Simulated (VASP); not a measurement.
Write the native input for VASP 6.6.1 that does the following.

- Task: single point
- Functional: PBE
- Dispersion: D3(BJ)
- Potentials or basis: VASP PAW PBE potentials, release 64 (Se, In_d)
- Cutoff: 520 eV
- k mesh: 9 × 9 × 1
- Occupations: gaussian, width 0.05 eV
- Spin: no spin polarisation
- Dipole correction: yes
- Further INCAR settings: ALGO = Normal; EDIFF = 1e-06; NBANDS = 48

The structure of InSe lies in POSCAR:

```
InSe
1.0
    4.0266104195      0.0000000000      0.0000000000
   -2.0133052098      3.4871469144      0.0000000000
    0.0000000000      0.0000000000     28.2707101099
Se In
4 4
Direct
    0.0000000000      0.0000000000      0.1591753438
    0.0000000000      0.0000000000      0.3496677309
    0.0000000000      0.0000000000      0.4808989587
    0.0000000000      0.0000000000      0.6713913459
    0.6666666667      0.3333333333      0.2049979929
    0.6666666667      0.3333333333      0.3038451626
   -0.6666666667     -0.3333333333      0.5267216079
   -0.6666666667     -0.3333333333      0.6255687776
```

The input as run:

INCAR

```
PREC = Accurate ; ENCUT = 520
EDIFF = 1E-6 ; ISMEAR = 0
SIGMA = 0.05 ; LREAL = False
LASPH = True ; NELM = 100
ALGO = Normal ; ISIF = 2
LWAVE = False ; LCHARG = False
LDIPOL = True ; IDIPOL = 3
DIPOL = 0.5 0.5 0.415 ; GGA = PE
IVDW = 12 ; NBANDS = 48
```

KPOINTS

```
regular mesh
0
Gamma
  9 9 1
```

Potentials or basis: VASP PAW PBE potentials, release 64 (Se, In_d).

Command:

```bash
$ cat potpaw_PBE.64/Se/POTCAR potpaw_PBE.64/In_d/POTCAR > POTCAR
$ mpirun -np 1 vasp_std > vasp.out
```

Results of the run:

```json
{
  "Largest force": "0.012 eV/Å",
  "Band gap on the k mesh": "1.19 eV, indirect (least direct gap 1.25 eV)",
  "Dispersion energy per atom": "-0.246 eV"
}
```

Caveat: spin-orbit coupling is left out, which moves the levels of the heavy elements.

Run time: 6.1 min on 1 thread of Intel Xeon 6975P-C, on a shared host, peak memory 0.52 GiB.
